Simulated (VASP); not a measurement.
# MgO (Fm-3m) in VASP: single point with PBE

Aim: the single point of MgO with PBE.

Everything below comes from runs of VASP 6.6.1. Logs are shortened: lines on timing, memory, paths and dates and some standing lists are left out, and cuts for length are marked.

**1. The cell of the first run**

The structure is cubic, space group Fm-3m (No. 225). Conventional cell: a = 4.217 Å, b = 4.217 Å, c = 4.217 Å, α = 90.00°, β = 90.00°, γ = 90.00°. Mg (site symmetry m-3m) has 6 O at 2.11 Å within 2.8 Å. Within 2.8 Å of O (site symmetry m-3m) lie 6 Mg at 2.11 Å.

**2. Single point, PBE**

INCAR reads:

```
SYSTEM = MgO
PREC = Accurate
ENCUT = 840
EDIFF = 1E-6
ISMEAR = 0
SIGMA = 0.01
LREAL = .FALSE.
LASPH = .TRUE.
NELM = 120
ALGO = Normal
ISIF = 2
LWAVE = .FALSE.
LCHARG = .FALSE.
GGA = PE
NBANDS = 15
GGA_COMPAT = .FALSE.
```

KPOINTS reads:

```
Automatic mesh
0
G
  5 5 5
  0 0 0
```

POSCAR reads:

```
MgO
1.0
    0.0000000000      2.1085000000      2.1085000000
    2.1085000000      0.0000000000      2.1085000000
    2.1085000000      2.1085000000      0.0000000000
Mg O
1 1
Direct
    0.0000000000      0.0000000000      0.0000000000
    0.5000000000      0.5000000000      0.5000000000
```

Potentials or basis: VASP PAW PBE potentials, release 64 (Mg_sv, O).

Command:

```sh
> cat potpaw_PBE.64/Mg_sv/POTCAR potpaw_PBE.64/O/POTCAR > POTCAR
> mpirun -np 1 vasp_std > vasp.out
```

OUTCAR:

```text
SYSTEM = MgO
   PREC = Accurate
   ENCUT = 840
   EDIFF = 1E-6
   ISMEAR = 0
   LREAL = .FALSE.
   LASPH = .TRUE.
   NELM = 120
   ISIF = 2
   GGA = PE

 ion  position               nearest neighbor table
   1  0.000  0.000  0.000-   2 2.11   2 2.11   2 2.11   2 2.11   2 2.11   2 2.11
   2  0.500  0.500  0.500-   1 2.11   1 2.11   1 2.11   1 2.11   1 2.11   1 2.11

  LATTYP: Found a face centered cubic cell.
 ALAT       =     4.2170000000

  Lattice vectors:

 A1 = (   0.0000000000,   2.1085000000,   2.1085000000)
 A2 = (   2.1085000000,   0.0000000000,   2.1085000000)
 A3 = (   2.1085000000,   2.1085000000,   0.0000000000)

Analysis of symmetry for initial positions (statically):
=====================================================================
 Subroutine PRICEL returns:
 Original cell was already a primitive cell.

 Routine SETGRP: Setting up the symmetry group for a
 face centered cubic supercell.

 Subroutine GETGRP returns: Found 48 space group operations
 (whereof 48 operations were pure point group operations)
 out of a pool of 48 trial point group operations.

The static configuration has the point symmetry O_h .

Analysis of symmetry for dynamics (positions and initial velocities):
=====================================================================
 Subroutine PRICEL returns:
 Original cell was already a primitive cell.

 Routine SETGRP: Setting up the symmetry group for a
 face centered cubic supercell.

 Subroutine GETGRP returns: Found 48 space group operations
 (whereof 48 operations were pure point group operations)
 out of a pool of 48 trial point group operations.

The dynamic configuration has the point symmetry O_h .

 Subroutine INISYM returns: Found 48 space group operations
 (whereof 48 operations are pure point group operations),
 and found     1 'primitive' translations

----------------------------------------------------------------------------------------

                                     Primitive cell

  volume of cell :      18.7478

  direct lattice vectors                    reciprocal lattice vectors
     0.000000000  2.108500000  2.108500000    -0.237135404  0.237135404  0.237135404
     2.108500000  0.000000000  2.108500000     0.237135404 -0.237135404  0.237135404
     2.108500000  2.108500000  0.000000000     0.237135404  0.237135404 -0.237135404

  length of vectors
     2.981869296  2.981869296  2.981869296     0.410730569  0.410730569  0.410730569

  position of ions in fractional coordinates (direct lattice)
     0.000000000  0.000000000  0.000000000
     0.500000000  0.500000000  0.500000000
[... 73 lines left out ...]
   NELECT =      16.0000    total number of electrons
   NUPDOWN=      -1.0000    fix difference up-down
   EMIN   =  10.00;   EMAX   =-10.00  energy-range for DOS
   EFERMI =   0.00;   METHOD = LEGACY
   ISMEAR =     0;   SIGMA  =   0.01  broadening in eV -4-tet -1-fermi 0-gaus
   EFERMI_NEDOS =   21; number of points for ismear=-14 and -15
   IALGO  =     38    algorithm
   IMIX   =      4    mixing-type and parameters
     AMIX     =   0.40;   BMIX     =  1.00
     AMIX_MAG =   1.60;   BMIX_MAG =  1.00
  volume/ion in A,a.u.               =       9.37        63.26
  Fermi-wavevector in a.u.,A,eV,Ry     =   1.552856  2.934473 32.808574  2.411362
  Thomas-Fermi vector in A             =   2.657171
   LORBIT       =      0    0 simple, 1 ext, 2 COOP (PROOUT), +10 PAW based schemes
   GGA     = PE    functional components
   LHFCALC =     F    Hartree Fock is set to
   AEXX    =    0.0000 exact exchange contribution
   IVDW    =     0    specifies the selected vdW correction
   LEPSILON=     F    determine dielectric tensor
   LRPA    =     F    only Hartree local field effects (RPA)
 non-spin polarized calculation
 Gauss-broadening in eV      SIGMA  =   0.01
  energy-cutoff  :      840.00
  volume of cell :       18.75
 maximum number of plane-waves:      1047
   NGX = 15   NGY = 15   NGZ = 15

 number of electron      15.9999995 magnetization

 Free energy of the ion-electron system (eV)
  ---------------------------------------------------
  ext. energy  EPLUGINS =         0.00000000
  ---------------------------------------------------
  free energy    TOTEN  =       -11.87453857 eV

  energy without entropy =      -11.87453857  energy(sigma->0) =      -11.87453857

 E-fermi :   3.2082     XC(G=0): -11.3728

 val. band max:        2.8933462086   @ k =   0.0000   0.0000   0.0000
 cond. band min:       7.5975052858   @ k =   0.0000   0.0000   0.0000
 fundamental gap:      4.7041590773
 Fermi energy:         3.2082285838

 k-point     1 :       0.0000    0.0000    0.0000
  band No.  band energies     occupation
      1     -69.3913      2.00000
      2     -36.1164      2.00000
      3     -36.1164      2.00000
      4     -36.1164      2.00000
      5     -14.3377      2.00000
      6       2.8933      2.00000
      7       2.8933      2.00000
      8       2.8933      2.00000
      9       7.5975      0.00000
     10      18.6767      0.00000
     11      18.6767      0.00000
     12      18.6767      0.00000
     13      22.5809      0.00000
     14      24.3573      0.00000
[... 149 lines left out ...]
      2     -36.1767      2.00000
      3     -36.1569      2.00000
      4     -36.1397      2.00000
      5     -12.8456      2.00000
      6      -0.5687      2.00000
      7       0.5412      2.00000
      8       1.5198      2.00000
      9      13.9366      0.00000
     10      14.0239      0.00000
     11      15.5552      0.00000
     12      19.3725      0.00000
     13      23.3797      0.00000
     14      25.4966      0.00000
     15      30.2991      0.00000

------------------------ aborting loop because EDIFF is reached ----------------------------------------

  FORCE on cell =-STRESS in cart. coord.  units (eV):
  Direction    XX          YY          ZZ          XY          YZ          ZX
  --------------------------------------------------------------------------------------
  -------------------------------------------------------------------------------------
  Total        0.4881748      0.4881748      0.4881748      0.0000000      0.0000000     -0.0000000
  in kB       41.7191227     41.7191227     41.7191227      0.0000000      0.0000000     -0.0000000
  external PRESSURE =      41.7191227 kB  Pullay stress =       0.0000000 kB

 VOLUME and BASIS-vectors are now :
 -----------------------------------------------------------------------------
  energy-cutoff  :      840.00
  volume of cell :       18.75
      direct lattice vectors                 reciprocal lattice vectors
     0.000000000  2.108500000  2.108500000    -0.237135404  0.237135404  0.237135404
     2.108500000  0.000000000  2.108500000     0.237135404 -0.237135404  0.237135404
     2.108500000  2.108500000  0.000000000     0.237135404  0.237135404 -0.237135404

 POSITION                                       TOTAL-FORCE (eV/Angst)
 -----------------------------------------------------------------------------------
      0.00000      0.00000      0.00000         0.000000      0.000000     -0.000000
      2.10850      2.10850      2.10850         0.000000     -0.000000      0.000000
 -----------------------------------------------------------------------------------
    total drift:                                0.000000      0.000000      0.000000

  FREE ENERGIE OF THE ION-ELECTRON SYSTEM (eV)
  ---------------------------------------------------
  free  energy   TOTEN  =       -11.8745385656 eV

  energy  without entropy=      -11.8745385656  energy(sigma->0) =      -11.87453857
```

stdout:

```text
POSCAR found type information on POSCAR MgO
 POSCAR found :  2 types and       2 ions
 scaLAPACK will be used
 LDA part: xc-table for (Slater+PW92), standard interpolation
 POSCAR, INCAR and KPOINTS ok, starting setup
 FFT: planning ... GRIDC
 FFT: planning ... GRID_SOFT
 FFT: planning ... GRID
 WAVECAR not read
 entering main loop
```

It took 8.3 s on 1 thread of Intel Xeon Platinum 8488C (Sapphire Rapids), shared host; peak memory 0.14 GiB.

Results:

| Property | Result |
| --- | --- |
| Free energy | -11.8745 eV |
| Pressure | 4.2 GPa |
| Band gap on the k mesh | 4.70 eV |

Levels at points of the mesh, in eV from the valence-band top:
```tsv
k point	band 5	band 6	band 7	band 8	band 9	band 10	band 11	band 12
(0.00, 0.00, 0.00)	-17.23	0.00	0.00	0.00	4.70	15.78	15.78	15.78
```

Caveat: the k points lie up to 0.52 Å⁻¹ apart.
